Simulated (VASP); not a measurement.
Set up this calculation in VASP 6.6.1, as the native input.

```yaml
Task: single point
Functional: PBE
Potentials_or_basis: VASP PAW PBE potentials, release 64 (Co, O)
Cutoff: 520 eV
k_mesh: 11 × 11 × 10
Occupations: fermi-dirac, width 0.05 eV
Spin: collinear spin, ferromagnetic start
Starting_moments: "[3.5, 0.0] μB"
Dipole_correction: no
Further_INCAR_settings: ALGO = Normal; EDIFF = 1e-07; NBANDS = 18
```

The structure of CoO lies in POSCAR:

```
CoO
1.0
    2.8562992300      0.0000000000      0.0000000000
   -1.4281496100      2.4736276900      0.0000000000
    0.0000000000      0.0000000000      2.7876065300
Co O
1 1
Direct
    0.0000000000      0.0000000000      0.0000000000
    0.6666666667      0.3333333333      0.5000000000
```

One way to write it, as run:

INCAR

```
SYSTEM = CoO
ALGO = Normal
EDIFF = 1E-7
ENCUT = 520
GGA = PE
ISIF = 2
ISMEAR = -1
ISPIN = 2
LASPH = .True.
LCHARG = .True.
LELF = .True.
LMAXMIX = 4
LORBIT = 11
LREAL = .False.
LVHAR = .True.
LWAVE = .False.
MAGMOM = 3.5 0
NBANDS = 18
NELM = 150
PREC = Accurate
SIGMA = 0.05
```

KPOINTS

```
k-points
0
Gamma
  11 11 10
  0 0 0
```

Potentials or basis: VASP PAW PBE potentials, release 64 (Co, O).

The run is started by

```bash
$ cat potpaw_PBE.64/Co/POTCAR potpaw_PBE.64/O/POTCAR > POTCAR
$ mpirun -np 1 vasp_std > vasp.out
```

Results of the run:

* Pressure: -8.0 GPa
* Band gap on the k mesh: zero (filled and empty bands overlap)
* Net moment: 3.00 μB per cell
* Site moments: Co +2.56; O +0.40 μB
* Valence electrons inside the program's atomic spheres: Co 7.77; O 4.94

Caveat: the cell stands under tension; a cell with one magnetic atom can't hold antiferromagnetic order, which such compounds often take; semilocal functionals often make such compounds metallic where correlation or magnetic order opens a gap, which also shifts bond lengths.

Run time: 2.2 min on 1 thread of Intel Xeon 8259CL, with other jobs on the host, peak memory 0.19 GiB.
